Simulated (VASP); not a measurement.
Input of a VASP 6.6.1 run:

Contents of POSCAR:

```
InAs
1.0
    0.0000000000      3.1528239916      3.1528239916
    3.1528239916      0.0000000000      3.1528239916
    3.1528239916      3.1528239916      0.0000000000
In As
1 1
Direct
    0.0000000000      0.0000000000      0.0000000000
    0.2500000000      0.2500000000      0.2500000000
```

File INCAR.step1:

```
SYSTEM = InAs
ALGO     = Normal         ! electronic algorithm
EDIFF    = 1E-4           ! SCF threshold, eV
ENCUT    = 520            ! plane-wave cutoff, eV
GGA      = PE             ! functional
ISMEAR   = 0              ! smearing method
LASPH    = .TRUE.         ! aspherical terms in the spheres
LCHARG   = .FALSE.        ! write CHGCAR
LREAL    = .FALSE.        ! projectors in reciprocal space
LWAVE    = .TRUE.         ! write WAVECAR
NBANDS   = 16             ! bands
NELM     = 80             ! most SCF steps
PREC     = Accurate       ! precision mode
SIGMA    = 0.01           ! smearing width, eV
```

Contents of INCAR.step2:

```
SYSTEM = InAs
ALGO     = Normal         ! electronic algorithm
EDIFF    = 1E-6           ! SCF threshold, eV
ENCUT    = 520            ! plane-wave cutoff, eV
ISIF     = 2              ! what is computed and relaxed
ISMEAR   = 0              ! smearing method
ISTART   = 1            
LASPH    = .TRUE.         ! aspherical terms in the spheres
LCHARG   = .FALSE.        ! write CHGCAR
LMIXTAU  = .TRUE.       
LREAL    = .FALSE.        ! projectors in reciprocal space
LWAVE    = .FALSE.        ! write WAVECAR
METAGGA  = R2SCAN         ! meta-GGA
NBANDS   = 16             ! bands
NELM     = 80             ! most SCF steps
PREC     = Accurate       ! precision mode
SIGMA    = 0.01           ! smearing width, eV
```

File KPOINTS:

```
k-points
0
G
  10 10 10
  0 0 0
```

Potentials or basis: VASP PAW PBE potentials, release 64 (In_d, As).

Command:

```sh
$ cat potpaw_PBE.64/In_d/POTCAR potpaw_PBE.64/As/POTCAR > POTCAR
$ cp INCAR.step1 INCAR
$ mpirun -np 1 vasp_std > vasp.out
$ cp INCAR.step2 INCAR
$ mpirun -np 1 vasp_std > vasp.out
```

(1) Estimate the band gap on the k mesh.

(2) Predict the pressure.

Answers

(1) zero (filled and empty bands touch).

(2) -4.4 GPa.

Caveat: the cell stands under tension; semilocal functionals underestimate gaps, so a narrow gap can read as zero; the PAW data sets were made with another functional, which shifts forces and pressure a little; spin-orbit coupling is left out, which moves the levels of the heavy elements.
